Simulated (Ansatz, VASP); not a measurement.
Two plane-wave programs on Li

```
Li
1.0
     3.90581    0.00000    0.00000
     0.00000   13.37360    0.00000
     0.00000    0.00000    4.64981
Li
12
Cartesian
  1.9546 8.9136 -0.0034
  -0.0017 11.1468 -0.0034
  1.9512 2.2268 2.3283
  3.9075 4.4600 2.3283
  1.9512 4.4600 4.6532
  3.9075 2.2268 4.6532
  1.9546 11.1468 2.3215
  -0.0017 8.9136 2.3215
  0.0000 0.0000 2.3249
  1.9529 6.6868 2.3249
  0.0000 6.6868 0.0000
  1.9529 0.0000 0.0000
```

Alike in both runs: functional PBE; k mesh 6 × 2 × 4; occupations gaussian, width 0.1 eV; no spin polarisation.

Ansatz relaxed the structure, and its values are those at the end. VASP's run is a single point on that final structure, the one shown.

```csv
,VASP,Ansatz
version,VASP 6.6.1,Ansatz 0.2.0
potentials or method,"VASP PAW PBE potentials, release 64 (Li_sv), cutoff 520 eV","scalar-relativistic, plane waves, PAW"
valence electrons in the cell,36,36
```

|  | VASP | Ansatz | Ansatz less VASP |
| --- | --- | --- | --- |
| gap on the k mesh at the Fermi level (eV) | none | none | - |
| rms of the force components (eV/Å) | 0.003 | 0.003 | 0.0000 |

A gap of «none» marks a metal or a gap that the smearing closes.

Noted on VASP's run: the cutoff is short for stress, so the pressure is rough.
